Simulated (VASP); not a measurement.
Write the native input for VASP 6.6.1 that does the following.

```
Task                   : single point
Functional             : PBE
Potentials or basis    : VASP PAW PBE potentials, release 64 (Hf_pv)
Cutoff                 : 520 eV
k mesh                 : 16 × 16 × 16
Occupations            : fermi-dirac, width 0.05 eV
Spin                   : no spin polarisation
Dipole correction      : no
Further INCAR settings : ALGO = Normal; EDIFF = 1e-06; NBANDS = 11
```

The structure of Hf lies in POSCAR:

```
Hf
1.0
    0.0000000000      2.2704892143      2.2704892143
    2.2704892143      0.0000000000      2.2704892143
    2.2704892143      2.2704892143      0.0000000000
Hf
1
Direct
    0.0000000000      0.0000000000      0.0000000000
```

These files were run (other wordings do the same):

INCAR

```
ALGO = Normal ; EDIFF = 1E-6
ENCUT = 520 ; GGA = PE
ISIF = 2 ; ISMEAR = -1
LASPH = True ; LCHARG = False
LREAL = False ; LWAVE = False
NBANDS = 11 ; NELM = 80
PREC = Accurate ; SIGMA = 0.05
```

KPOINTS

```
k-points
0
Gamma
  16 16 16
```

Potentials or basis: VASP PAW PBE potentials, release 64 (Hf_pv).

Launch:

```bash
$ cat potpaw_PBE.64/Hf_pv/POTCAR > POTCAR
$ mpirun -np 1 vasp_std > vasp.out
```

It gave:

* Pressure: -3.9 GPa
* Band gap on the k mesh: zero (band 5 reaches 5.81 eV, above the bottom of band 6 at 4.05 eV)

Caveat: spin-orbit coupling is left out, which moves the levels of the heavy elements.

Wall time 13 s on 1 thread of Intel(R) Xeon(R) Platinum 8488C (Sapphire Rapids), on a shared host, peak memory 0.16 GiB.
